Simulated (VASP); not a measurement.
A run of VASP 6.6.1:

POSCAR

```
SiC
1.0
    3.0753562516      0.0000000000      0.0000000000
   -1.5376781258      2.6633366395      0.0000000000
    0.0000000000      0.0000000000      5.0481081077
Si C
2 2
Direct
    0.3333333333      0.6666666667     -0.0004084095
    0.6666666667      0.3333333333      0.4995915905
    0.3333333333      0.6666666667      0.3754084095
    0.6666666667      0.3333333333      0.8754084095
```

INCAR.step1

```
ALGO = Normal
EDIFF = 1E-5
ENCUT = 520
GGA = PE
ISIF = 2
ISMEAR = 0
LASPH = True
LCHARG = False
LREAL = False
LWAVE = True
NBANDS = 16
NELM = 80
PREC = Accurate
SIGMA = 0.01
```

File INCAR.step2:

```
ALGO = Normal
EDIFF = 1E-6
ENCUT = 520
GGA = PE
HFSCREEN = 0.2079
ISIF = 2
ISMEAR = 0
ISTART = 1
LASPH = True
LCHARG = False
LHFCALC = True
LREAL = False
LWAVE = False
NBANDS = 16
NELM = 80
PREC = Accurate
PRECFOCK = Normal
SIGMA = 0.01
```

The input KPOINTS:

```
k-points
0
Gamma
  6 6 4
```

Potentials or basis: VASP PAW PBE potentials, release 64 (Si, C).

Run with:

```console
$ cat potpaw_PBE.64/Si/POTCAR potpaw_PBE.64/C/POTCAR > POTCAR
$ cp INCAR.step1 INCAR
$ mpirun -np 1 vasp_std > vasp.out
$ cp INCAR.step2 INCAR
$ mpirun -np 1 vasp_std > vasp.out
```

Hardware: 1 thread of Intel Xeon 8259CL, on a shared host.

Q: Estimate the wall time of this run.

A: It took 29 min on 1 thread of Intel Xeon 8259CL, with other jobs on the host, peak memory 0.27 GiB. Counts: k points 21.
